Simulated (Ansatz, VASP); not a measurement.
## Two plane-wave programs on Tl

POSCAR

```
Tl
1.0
    3.3043740730      0.0000000000      0.0000000000
    0.0000000000      3.3043740730      0.0000000000
    0.0000000000      0.0000000000      3.3043740730
Tl
1
Direct
    0.0000000000      0.0000000000      0.0000000000
```

The input INCAR.step1:

```
ALGO = Normal
EDIFF = 1E-4
ENCUT = 520
GGA = PE
ISMEAR = -1
LASPH = T
LCHARG = F
LREAL = F
LWAVE = T
NBANDS = 12
NELM = 60
PREC = Accurate
SIGMA = 0.1
```

INCAR.step2

```
ALGO = Normal
EDIFF = 1E-6
ENCUT = 520
ISIF = 2
ISMEAR = -1
ISTART = 1
LASPH = T
LCHARG = F
LMIXTAU = T
LREAL = F
LWAVE = F
METAGGA = R2SCAN
NBANDS = 12
NELM = 60
PREC = Accurate
SIGMA = 0.1
```

The input KPOINTS:

```
k-points
0
Gamma
  11 11 11
```

Input for Ansatz:

```yaml
crystal:
  lattice:
    - [3.304374073, 0.0, 0.0]
    - [0.0, 3.304374073, 0.0]
    - [0.0, 0.0, 3.304374073]
  atoms:
    - { symbol: Tl, position: [0.0, 0.0, 0.0] }
hamiltonian:
  xc: r2scan
  pseudopotentials:
    kind: paw
    azcp:
      Tl: "pseudopotentials/Tl.paw.azcp"
basis:
  ecutwfc: 500
  fft_grid_basis: typed
kpoints:
  mp_grid: { grid: [11, 11, 11], shift: [0, 0, 0] }
magnetization:
  spin_polarized: false
scf:
  occupations: { method: fermi_dirac, width: 0.1 }
  lower_state_search: "off"
output:
  stress: true
```

Alike in both runs: task single point; functional r2SCAN; k mesh 11 × 11 × 11; occupations fermi-dirac, width 0.1 eV; no spin polarisation.

```csv
,VASP,Ansatz
version,VASP 6.6.1,Ansatz 0.2.0
potentials or method,"VASP PAW PBE potentials, release 64 (Tl_d), cutoff 520 eV","plane waves (500 eV) with PAW, scalar-relativistic"
valence electrons in the cell,13,13
```

```csv
,VASP,Ansatz,Ansatz less VASP
pressure (GPa),-2.2,-2.2,+0.04
```

VASP's potentials were made for PBE, not for r2SCAN. With one functional, cell and mesh, what is left measures potentials, basis and numerics.

Spin-orbit coupling is off throughout.
